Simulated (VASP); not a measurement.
Wanted: the native input for a VASP 6.6.1 run.

```
Task                   : single point
Functional             : r2SCAN
Potentials or basis    : VASP PAW PBE potentials, release 64 (Ti_sv, C)
Cutoff                 : 520 eV
k mesh                 : 16 × 16 × 16
Occupations            : gaussian, width 0.1 eV
Spin                   : no spin polarisation
Dipole correction      : no
Further INCAR settings : ALGO = Normal; EDIFF = 1e-06; NBANDS = 15
```

Crystal: TiC.

```
Ti C
1.0
     0.00000    2.20635    2.20635
     2.20635    0.00000    2.20635
     2.20635    2.20635    0.00000
Ti C
1 1
Cartesian
  0.0000 0.0000 0.0000
  2.2063 2.2063 2.2063
```

This cell differs from its parent crystal: volume scaled by 1.06.

These files were run (other wordings do the same):

POSCAR

```
TiC
1.0
    0.0000000000      2.2063465129      2.2063465129
    2.2063465129      0.0000000000      2.2063465129
    2.2063465129      2.2063465129      0.0000000000
Ti C
1 1
Direct
    0.0000000000      0.0000000000      0.0000000000
    0.5000000000      0.5000000000      0.5000000000
```

INCAR.step1

```
PREC = Accurate
ENCUT = 520
ISMEAR = 0
SIGMA = 0.1
LREAL = F
LASPH = T
NELM = 80
NBANDS = 15
GGA = PE
ALGO = Normal
EDIFF = 1E-4
LWAVE = T
LCHARG = F
```

INCAR.step2

```
PREC = Accurate
ENCUT = 520
EDIFF = 1E-6
ISMEAR = 0
SIGMA = 0.1
LREAL = F
LASPH = T
NELM = 80
ALGO = Normal
ISIF = 2
LWAVE = F
LCHARG = F
METAGGA = R2SCAN
LMIXTAU = T
NBANDS = 15
ISTART = 1
```

KPOINTS

```
regular mesh
0
Gamma
  16 16 16
```

Potentials or basis: VASP PAW PBE potentials, release 64 (Ti_sv, C).

Launch:

```sh
$ cat potpaw_PBE.64/Ti_sv/POTCAR potpaw_PBE.64/C/POTCAR > POTCAR
$ cp INCAR.step1 INCAR
$ mpirun -np 1 vasp_std > vasp.out
$ cp INCAR.step2 INCAR
$ mpirun -np 1 vasp_std > vasp.out
```

Results of the run:

| Item | Value |
| --- | --- |
| Pressure | -12.8 GPa |
| Band gap on the k mesh | zero (band 8 reaches 9.68 eV, above the bottom of band 9 at 8.40 eV) |

Caveat: the PAW data sets were made with another functional, which shifts forces and pressure a little.

Run time: 2 min on 1 thread of Intel(R) Xeon(R) Platinum 8259CL CPU @ 2.50GHz (Skylake/Cascade Lake), on a shared host, peak memory 0.18 GiB.
